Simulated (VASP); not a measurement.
# Sc2AlN3 (P3m1) in VASP: single point with PBE

Aim: the single point of Sc2AlN3 with PBE.

Program: VASP 6.6.1. These are calculated values, not measurements. Logs are shortened: lines on timing, memory, paths and dates and some standing lists are left out, and cuts for length are marked.

### Step 1. The cell of the first run

It takes space group P3m1 (No. 156, trigonal). Conventional cell: a = 3.335 Å, b = 3.335 Å, c = 8.278 Å, α = 90.00°, β = 90.00°, γ = 120.00°. Sc (site symmetry 3m) has 4 N at 2.07 to 2.14 Å within 2.7 Å. Sc (site symmetry 3m) has 4 N at 2.07 to 2.13 Å within 2.7 Å. Al (site symmetry 3m) has 4 N at 1.90 to 2.01 Å within 2.5 Å. N (site symmetry 3m) has 3 Al at 2.01 Å and 1 Sc at 2.14 Å within 2.7 Å. N (site symmetry 3m) has 4 Sc at 2.07 to 2.13 Å within 2.7 Å. Within 2.5 Å of N (site symmetry 3m) lie 1 Al at 1.90 Å and 3 Sc at 2.07 Å.

### Step 2. Single point, PBE

POSCAR

```
Sc2AlN3
1.0
    3.3346765770      0.0000000000      0.0000000000
   -1.6673382885      2.8879146291      0.0000000000
    0.0000000000      0.0000000000      8.2777151668
Sc Al N
2 1 3
Direct
    0.3333333333      0.6666666667      0.6740152474
    0.6666666667      0.3333333333      0.3249725600
    0.0000000000      0.0000000000      0.0035315235
    0.3333333333      0.6666666667      0.9323252540
    0.6666666667      0.3333333333      0.5817235096
    0.0000000000      0.0000000000      0.2334319056
```

INCAR.step1

```
PREC     = Accurate       # precision mode
ENCUT    = 520            # plane-wave cutoff, eV
EDIFF    = 1E-6           # SCF threshold, eV
ISMEAR   = 0              # smearing method
SIGMA    = 0.02           # smearing width, eV
LREAL    = False          # projectors in reciprocal space
LASPH    = True           # aspherical terms in the spheres
NELM     = 80             # most SCF steps
ALGO     = Normal         # electronic algorithm
ISIF     = 2              # what is computed and relaxed
LWAVE    = False          # write WAVECAR
LCHARG   = True           # write CHGCAR
LMAXMIX  = 4              # l up to which the mixer works
GGA      = PE             # functional
NBANDS   = 29             # bands
```

KPOINTS.step1

```
Automatic mesh
0
Gamma
  12 12 4
```

INCAR.step2

```
PREC     = Accurate       # precision mode
ENCUT    = 520            # plane-wave cutoff, eV
EDIFF    = 1E-6           # SCF threshold, eV
ISMEAR   = -5             # smearing method
SIGMA    = 0.02           # smearing width, eV
LREAL    = False          # projectors in reciprocal space
LASPH    = True           # aspherical terms in the spheres
NELM     = 80             # most SCF steps
ALGO     = Normal         # electronic algorithm
ISIF     = 2              # what is computed and relaxed
LWAVE    = False          # write WAVECAR
LCHARG   = False          # write CHGCAR
LMAXMIX  = 4              # l up to which the mixer works
GGA      = PE             # functional
LORBIT   = 10             # projections on sites
NBANDS   = 29             # bands
NEDOS    = 1001           # points of the DOS
ICHARG   = 11             # starting density
```

KPOINTS.step2

```
Automatic mesh
0
Gamma
  18 18 6
```

Potentials or basis: VASP PAW PBE potentials, release 64 (Sc_sv, Al, N).

On the command line:

```console
cat potpaw_PBE.64/Sc_sv/POTCAR potpaw_PBE.64/Al/POTCAR potpaw_PBE.64/N/POTCAR > POTCAR
cp INCAR.step1 INCAR
cp KPOINTS.step1 KPOINTS
mpirun -np 1 vasp_std > vasp.out
cp INCAR.step2 INCAR
cp KPOINTS.step2 KPOINTS
mpirun -np 1 vasp_std > vasp.out
```

OUTCAR:

```text
PREC = Accurate
   ENCUT = 520
   EDIFF = 1E-6
   ISMEAR = -5
   LREAL = False
   LASPH = True
   NELM = 80
   ISIF = 2
   GGA = PE
   LORBIT = 10
   ICHARG = 11

 ion  position               nearest neighbor table
   1  0.333  0.667  0.674-   5 2.07   5 2.07   5 2.07   4 2.14   3 3.34   3 3.34   3 3.34
   2  0.667  0.333  0.325-   6 2.07   6 2.07   6 2.07   5 2.13   3 3.28   3 3.28   3 3.28
   3  0.000  0.000  0.004-   6 1.90   4 2.01   4 2.01   4 2.01   2 3.28   2 3.28   2 3.28   1 3.34
                             1 3.34   1 3.34
   4  0.333  0.667  0.932-   3 2.01   3 2.01   3 2.01   1 2.14
   5  0.667  0.333  0.582-   1 2.07   1 2.07   1 2.07   2 2.13
   6  0.000  0.000  0.233-   3 1.90   2 2.07   2 2.07   2 2.07

  LATTYP: Found a hexagonal cell.
 ALAT       =     3.3346765770
 C/A-ratio  =     2.4823142442

  Lattice vectors:

 A1 = (   3.3346765770,   0.0000000000,   0.0000000000)
 A2 = (  -1.6673382885,   2.8879146291,   0.0000000000)
 A3 = (   0.0000000000,   0.0000000000,   8.2777151668)

Analysis of symmetry for initial positions (statically):
=====================================================================
 Subroutine PRICEL returns:
 Original cell was already a primitive cell.

 Routine SETGRP: Setting up the symmetry group for a
 hexagonal supercell.

 Subroutine GETGRP returns: Found  6 space group operations
 (whereof  6 operations were pure point group operations)
 out of a pool of 24 trial point group operations.

The static configuration has the point symmetry C_3v.

Analysis of symmetry for dynamics (positions and initial velocities):
=====================================================================
 Subroutine PRICEL returns:
 Original cell was already a primitive cell.

 Routine SETGRP: Setting up the symmetry group for a
 hexagonal supercell.

 Subroutine GETGRP returns: Found  6 space group operations
 (whereof  6 operations were pure point group operations)
 out of a pool of 24 trial point group operations.

The dynamic configuration has the point symmetry C_3v.

 Subroutine INISYM returns: Found  6 space group operations
 (whereof  6 operations are pure point group operations),
 and found     1 'primitive' translations

----------------------------------------------------------------------------------------

                                     Primitive cell

  volume of cell :      79.7166

  direct lattice vectors                    reciprocal lattice vectors
     3.334676577  0.000000000  0.000000000     0.299879157  0.173135312  0.000000000
    -1.667338289  2.887914629  0.000000000     0.000000000  0.346270624  0.000000000
     0.000000000  0.000000000  8.277715167     0.000000000  0.000000000  0.120806283

  length of vectors
     3.334676577  3.334676577  8.277715167     0.346270624  0.346270624  0.120806283

  position of ions in fractional coordinates (direct lattice)
     0.333333333  0.666666667  0.674015247
     0.666666667  0.333333333  0.324972560
     0.000000000  0.000000000  0.003531524
     0.333333333  0.666666667  0.932325254
     0.666666667  0.333333333  0.581723510
     0.000000000  0.000000000  0.233431906

  ion indices of the primitive-cell ions
   primitive index   ion index
                 1           1
                 2           2
                 3           3
                 4           4
                 5           5
                 6           6

----------------------------------------------------------------------------------------

 KPOINTS: Automatic mesh

Automatic generation of k-mesh.
 Grid dimensions read from file:
 generate k-points for:   18   18    6

 Generating k-lattice:

  Cartesian coordinates                     Fractional coordinates (reciprocal lattice)
     0.016659953  0.009618628  0.000000000     0.055555556  0.000000000  0.000000000
     0.000000000  0.019237257  0.000000000     0.000000000  0.055555556  0.000000000
     0.000000000  0.000000000  0.020134380     0.000000000  0.000000000  0.166666667

  Length of vectors
     0.019237257  0.019237257  0.020134380

  Shift w.r.t. Gamma in fractional coordinates (k-lattice)
     0.000000000  0.000000000  0.000000000

 TETIRR: Found   2825 inequivalent tetrahedra from    11664

 Subroutine IBZKPT returns following result:
 ===========================================

 Found    202 irreducible k-points:

 Following reciprocal coordinates:
            Coordinates               Weight
  0.000000  0.000000  0.000000      1.000000
  0.055556 -0.000000  0.000000      6.000000
  0.111111 -0.000000  0.000000      6.000000
  0.166667 -0.000000  0.000000      6.000000
  0.222222 -0.000000  0.000000      6.000000
  0.277778  0.000000  0.000000      6.000000
[... 16 lines left out ...]
  0.333333  0.111111  0.000000     12.000000
  0.388889  0.111111  0.000000     12.000000
 [... further k-points ...]
   k-points           NKPTS =    202   k-points in BZ     NKDIM =    202   number of bands    NBANDS=     29
   number of dos      NEDOS =   1001   number of ions     NIONS =      6
   total plane-waves  NPLWV =  50176
   dimension x,y,z NGX =    28 NGY =   28 NGZ =   64
   dimension x,y,z NGXF=    56 NGYF=   56 NGZF=  128
   ions per type =               2   1   3
   NGX,Y,Z   is equivalent  to a cutoff of  13.96, 13.96, 12.85 a.u.
   NGXF,Y,Z  is equivalent  to a cutoff of  27.92, 27.92, 25.71 a.u.
 SYSTEM =  unknown system
   PREC   = accura    normal or accurate (medium, high low for compatibility)
   ISTART =      0    job   : 0-new  1-cont  2-samecut
   ICHARG =     11    charge: 1-file 2-atom 10-const
   ISPIN  =      1    spin polarized calculation?
   LNONCOLLINEAR =      F non collinear calculations
   LSORBIT =      F    spin-orbit coupling
   LASPH  =      T    aspherical Exc in radial PAW
   ENCUT  =  520.0 eV  38.22 Ry    6.18 a.u.   6.20  6.20 15.39*2*pi/ulx,y,z
   NELM   =     80;   NELMIN=  2; NELMDL=  0     # of ELM steps
   EDIFF  = 0.1E-05   stopping-criterion for ELM
   LREAL  =      F    real-space projection
   EDIFFG = 0.1E-04   stopping-criterion for IOM
   NSW    =      0    number of steps for IOM
   IBRION =     -1    ionic relax: 0-MD 1-quasi-New 2-CG
   NFREE  =      0    steps in history (QN), initial steepest desc. (CG)
   ISIF   =      2    stress and relaxation
   ISYM   =      2    0-nonsym 1-usesym 2-fastsym
   POTIM  = 0.5000    time-step for ionic-motion
   TEBEG  =    0.0;   TEEND  =   0.0 temperature during run
   PSTRESS=    0.0 pullay stress
   NELECT =      40.0000    total number of electrons
   NUPDOWN=      -1.0000    fix difference up-down
   EMIN   =  10.00;   EMAX   =-10.00  energy-range for DOS
   EFERMI =   0.00;   METHOD = LEGACY
   ISMEAR =    -5;   SIGMA  =   0.02  broadening in eV -4-tet -1-fermi 0-gaus
   EFERMI_NEDOS =   21; number of points for ismear=-14 and -15
   IALGO  =     38    algorithm
   IMIX   =      4    mixing-type and parameters
     AMIX     =   0.40;   BMIX     =  1.00
     AMIX_MAG =   1.60;   BMIX_MAG =  1.00
  volume/ion in A,a.u.               =      13.29        89.66
  Fermi-wavevector in a.u.,A,eV,Ry     =   1.300904  2.458352 23.025843  1.692352
  Thomas-Fermi vector in A             =   2.432073
   LORBIT       =     10    0 simple, 1 ext, 2 COOP (PROOUT), +10 PAW based schemes
   GGA     = PE    functional components
   LHFCALC =     F    Hartree Fock is set to
   AEXX    =    0.0000 exact exchange contribution
   IVDW    =     0    specifies the selected vdW correction
   LEPSILON=     F    determine dielectric tensor
   LRPA    =     F    only Hartree local field effects (RPA)
 non-spin polarized calculation
 Fermi weights with tetrahedron method with Bloechl corrections
  energy-cutoff  :      520.00
  volume of cell :       79.72
 maximum number of plane-waves:      2162
 NGX is ok and might be reduce to    28

 number of electron      40.0000001 magnetization

 Free energy of the ion-electron system (eV)
  ---------------------------------------------------
  ext. energy  EPLUGINS =         0.00000000
  ---------------------------------------------------
  free energy    TOTEN  =       -49.90708848 eV

  energy without entropy =      -49.90708848  energy(sigma->0) =      -49.90708848

 E-fermi :   3.4494     XC(G=0): -10.5207

 val. band max:        3.4276974134   @ k =   0.3333   0.3333   0.5000
 cond. band min:       6.0870607969   @ k =   0.4444  -0.0000   0.0000
 fundamental gap:      2.6593633835
 Fermi energy:         3.4493948780

 k-point     1 :       0.0000    0.0000    0.0000
  band No.  band energies     occupation
      1     -43.5297      2.00000
      2     -43.5058      2.00000
      3     -22.3643      2.00000
      4     -22.1702      2.00000
      5     -22.1040      2.00000
      6     -22.1040      2.00000
[... 21 lines left out ...]
     28      10.8167      0.00000
     29      10.9746      0.00000

 k-point     2 :       0.0556   -0.0000    0.0000
  band No.  band energies     occupation
      1     -43.5285      2.00000
      2     -43.5048      2.00000
      3     -22.3622      2.00000
      4     -22.1710      2.00000
      5     -22.1147      2.00000
      6     -22.1065      2.00000
[... 21 lines left out ...]
     28      10.6849      0.00000
     29      11.0105      0.00000

 k-point     3 :       0.1111   -0.0000    0.0000
  band No.  band energies     occupation
      1     -43.5247      2.00000
      2     -43.5016      2.00000
      3     -22.3565      2.00000
      4     -22.1760      2.00000
      5     -22.1439      2.00000
      6     -22.1139      2.00000
[... 638 lines left out ...]
      5     -22.2321      2.00000
      6     -22.1989      2.00000
[... 21 lines left out ...]
     28      10.1690      0.00000
     29      10.7610      0.00000

 k-point    24 :       0.3889    0.1111    0.0000
  band No.  band energies     occupation
      1     -43.4862      2.00000
      2     -43.4703      2.00000
      3     -22.4869      2.00000
      4     -22.4324      2.00000
      5     -22.2248      2.00000
      6     -22.2050      2.00000
[... 21 lines left out ...]
     28      10.0839      0.00000
     29      10.5955      0.00000

 [... further k-points ...]

------------------------ aborting loop because EDIFF is reached ----------------------------------------

  FORCE on cell =-STRESS in cart. coord.  units (eV):
  Direction    XX          YY          ZZ          XY          YZ          ZX
  --------------------------------------------------------------------------------------
  -------------------------------------------------------------------------------------
  Total        0.2245479      0.2245479      0.2400247      0.0000000      0.0000000      0.0000000
  in kB        4.5130592      4.5130592      4.8241183      0.0000000      0.0000000      0.0000000
  external PRESSURE =       4.6167456 kB  Pullay stress =       0.0000000 kB

 VOLUME and BASIS-vectors are now :
 -----------------------------------------------------------------------------
  energy-cutoff  :      520.00
  volume of cell :       79.72
      direct lattice vectors                 reciprocal lattice vectors
     3.334676577  0.000000000  0.000000000     0.299879157  0.173135312  0.000000000
    -1.667338289  2.887914629  0.000000000     0.000000000  0.346270624  0.000000000
     0.000000000  0.000000000  8.277715167     0.000000000  0.000000000  0.120806283

 POSITION                                       TOTAL-FORCE (eV/Angst)
 -----------------------------------------------------------------------------------
     -0.00000      1.92528      5.57931        -0.000000     -0.000000      0.018896
      1.66734      0.96264      2.69003        -0.000000      0.000000      0.019324
      0.00000      0.00000      0.02923        -0.000000      0.000000     -0.006636
     -0.00000      1.92528      7.71752         0.000000      0.000000      0.055061
      1.66734      0.96264      4.81534        -0.000000      0.000000     -0.018070
      0.00000      0.00000      1.93228         0.000000      0.000000     -0.068574
 -----------------------------------------------------------------------------------
    total drift:                                0.000154     -0.000089      0.000115

  FREE ENERGIE OF THE ION-ELECTRON SYSTEM (eV)
  ---------------------------------------------------
  free  energy   TOTEN  =       -49.9070884816 eV

  energy  without entropy=      -49.9070884816  energy(sigma->0) =      -49.90708848

 total charge

# of ion       s       p       d       tot
------------------------------------------
    1        2.257   6.247   1.233   9.737
    2        2.258   6.247   1.226   9.730
    3        0.348   0.376   0.000   0.724
    4        1.226   2.486   0.000   3.713
    5        1.262   2.486   0.000   3.748
    6        1.253   2.532   0.000   3.785
--------------------------------------------------
tot          8.605  20.373   2.459  31.437
```

Run time: 7.2 min. Hardware: 1 thread of Intel Xeon Platinum 8259CL at 2.50GHz (Skylake/Cascade Lake), shared host; peak memory 0.51 GiB.

What came out:

| Property | Result |
| --- | --- |
| Valence electrons inside the program's atomic spheres | Sc 9.74, 9.73; Al 0.72; N 3.71, 3.75, 3.79 |
